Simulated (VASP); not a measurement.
# Ag (P2_1/m) in VASP: notebook, part 2 of 2

VASP 6.6.1.

**3. Single point, PBEsol (atom 1 (Ag) moved by (-0.600, +0.600) A along x and y)**

Input file INCAR:

```
  ALGO = Fast
  EDIFF = 1E-6
  ENCUT = 520
  GGA = PS
  ISIF = 2
  ISMEAR = 0
  LASPH = T
  LCHARG = T
  LELF = T
  LREAL = F
  LVHAR = T
  LWAVE = F
  NBANDS = 18
  NELM = 80
  PREC = Accurate
  SIGMA = 0.15
```

Input file KPOINTS:

```
k-points
0
Gamma
  18 18 10
```

Input file POSCAR:

```
Ag
1.0
    2.9299980804      0.0000000000      0.0000000000
   -1.4649990402      2.5374527707      0.0000000000
    0.0000000000      0.0000000000      4.7900000000
Ag
2
Direct
    0.2467838437      0.9031242697      0.2500000000
    0.6666666667      0.3333333333      0.7500000000
```

Potentials or basis: VASP PAW PBE potentials, release 64 (Ag).

Launch:

```
$ cat potpaw_PBE.64/Ag/POTCAR > POTCAR
$ mpirun -np 1 vasp_std > vasp.out
```

OUTCAR:

```text
EDIFF = 1E-6
   ENCUT = 520
   GGA = PS
   ISIF = 2
   ISMEAR = 0
   LASPH = T
   LREAL = F
   NELM = 80
   PREC = Accurate

 ion  position               nearest neighbor table
   1  0.247  0.903  0.250-   2 2.70   2 2.70   2 2.93   2 2.93   2 3.48   2 3.48   2 3.52   2 3.52

   2  0.667  0.333  0.750-   1 2.70   1 2.70   1 2.93   1 2.93   1 3.48   1 3.48   1 3.52   1 3.52

  LATTYP: Found a hexagonal cell.
 ALAT       =     2.9299980804
 C/A-ratio  =     1.6348133577

  Lattice vectors:

 A1 = (   2.9299980804,   0.0000000000,   0.0000000000)
 A2 = (  -1.4649990402,   2.5374527707,   0.0000000000)
 A3 = (   0.0000000000,   0.0000000000,   4.7900000000)

Analysis of symmetry for initial positions (statically):
=====================================================================
 Subroutine PRICEL returns:
 Original cell was already a primitive cell.

 Routine SETGRP: Setting up the symmetry group for a
 hexagonal supercell.

 Subroutine GETGRP returns: Found  4 space group operations
 (whereof  1 operations were pure point group operations)
 out of a pool of 24 trial point group operations.

The static configuration has the point symmetry C_1 .
 The point group associated with its full space group is C_2h.

Analysis of symmetry for dynamics (positions and initial velocities):
=====================================================================
 Subroutine PRICEL returns:
 Original cell was already a primitive cell.

 Routine SETGRP: Setting up the symmetry group for a
 hexagonal supercell.

 Subroutine GETGRP returns: Found  4 space group operations
 (whereof  1 operations were pure point group operations)
 out of a pool of 24 trial point group operations.

The dynamic configuration has the point symmetry C_1 .
 The point group associated with its full space group is C_2h.

 Subroutine INISYM returns: Found  4 space group operations
 (whereof  1 operations are pure point group operations),
 and found     1 'primitive' translations
[... 112 lines left out ...]
   IALGO  =     68    algorithm
   IMIX   =      4    mixing-type and parameters
     AMIX     =   0.40;   BMIX     =  1.00
     AMIX_MAG =   1.60;   BMIX_MAG =  1.00
  volume/ion in A,a.u.               =      17.81       120.16
  Fermi-wavevector in a.u.,A,eV,Ry     =   1.394276  2.634800 26.449806  1.944006
  Thomas-Fermi vector in A             =   2.517841
   LORBIT       =      0    0 simple, 1 ext, 2 COOP (PROOUT), +10 PAW based schemes
   GGA     = PS    functional components
   LHFCALC =     F    Hartree Fock is set to
   AEXX    =    0.0000 exact exchange contribution
   IVDW    =     0    specifies the selected vdW correction
   LEPSILON=     F    determine dielectric tensor
   LRPA    =     F    only Hartree local field effects (RPA)
 non-spin polarized calculation
 RMM-DIIS sequential band-by-band and
 Gauss-broadening in eV      SIGMA  =   0.15
  energy-cutoff  :      520.00
  volume of cell :       35.61
 maximum number of plane-waves:       990
 NGX is ok and might be reduce to    24
   NGX = 11   NGY = 11   NGZ = 17

 number of electron      21.9999999 magnetization

 Free energy of the ion-electron system (eV)
  ---------------------------------------------------
  ext. energy  EPLUGINS =         0.00000000
  ---------------------------------------------------
  free energy    TOTEN  =        -6.43699320 eV

  energy without entropy =       -6.43070086  energy(sigma->0) =       -6.43384703

 E-fermi :   7.6304     XC(G=0): -12.1427

 val. band max:        7.6186875475   @ k =   0.3889  -0.0556  -0.4000
 cond. band min:       7.6364370888   @ k =   0.2222   0.1667   0.4000
 fundamental gap:      0.0177495413
 Fermi energy:         7.6303530929

 k-point     1 :       0.0000    0.0000    0.0000
  band No.  band energies     occupation
      1       0.1320      2.00000
      2       1.5405      2.00000
      3       2.3895      2.00000
      4       3.0061      2.00000
      5       3.1546      2.00000
      6       3.4135      2.00000
[... 481 lines left out ...]
      5       2.9060      2.00000
      6       3.5778      2.00000
[... 10 lines left out ...]
     17      19.7382      0.00000
     18      21.0985      0.00000

 [... further k-points ...]

------------------------ aborting loop because EDIFF is reached ----------------------------------------

  FORCE on cell =-STRESS in cart. coord.  units (eV):
  Direction    XX          YY          ZZ          XY          YZ          ZX
  --------------------------------------------------------------------------------------
  -------------------------------------------------------------------------------------
  Total       -1.7540482     -1.1909311      0.0161236      0.4674300      0.0000000      0.0000000
  in kB      -78.9134970    -53.5792227      0.7253887     21.0293761      0.0000000      0.0000000
  external PRESSURE =     -43.9224437 kB  Pullay stress =       0.0000000 kB

 VOLUME and BASIS-vectors are now :
 -----------------------------------------------------------------------------
  energy-cutoff  :      520.00
  volume of cell :       35.61
      direct lattice vectors                 reciprocal lattice vectors
     2.929998080  0.000000000  0.000000000     0.341297152  0.197048003  0.000000000
    -1.464999040  2.537452771  0.000000000     0.000000000  0.394096005  0.000000000
     0.000000000  0.000000000  4.790000000     0.000000000  0.000000000  0.208768267

 POSITION                                       TOTAL-FORCE (eV/Angst)
 -----------------------------------------------------------------------------------
     -0.60000      2.29164      1.19750        -0.201093     -0.377686      0.000000
      1.46500      0.84582      3.59250         0.201093      0.377686      0.000000
 -----------------------------------------------------------------------------------
    total drift:                               -0.000004      0.000002     -0.000000

  FREE ENERGIE OF THE ION-ELECTRON SYSTEM (eV)
  ---------------------------------------------------
  free  energy   TOTEN  =        -6.4369932038 eV

  energy  without entropy=       -6.4307008641  energy(sigma->0) =       -6.43384703
```

Wall time 8.8 min (1 thread of AMD EPYC 9755, shared host); peak memory 0.54 GiB.

Results:

| Item | Value |
| --- | --- |
| Free energy | -6.4370 eV |
| Pressure | -4.4 GPa |
| Largest force | 0.428 eV/Å |
| Band gap on the k mesh | zero (bands 11 and 12 overlap by 7.33 eV) |

Forces in eV/Å, atoms in the order of the input:
```
Ag  -0.201 -0.378  0.000
Ag   0.201  0.378  0.000
```

Caveat: the cell differs from its parent crystal (atom 1 (Ag) moved by (-0.600, +0.600) A along x and y); the stress differs along the axes, from -8 to 0 GPa; the PAW data sets were made with another functional, which shifts forces and pressure a little.
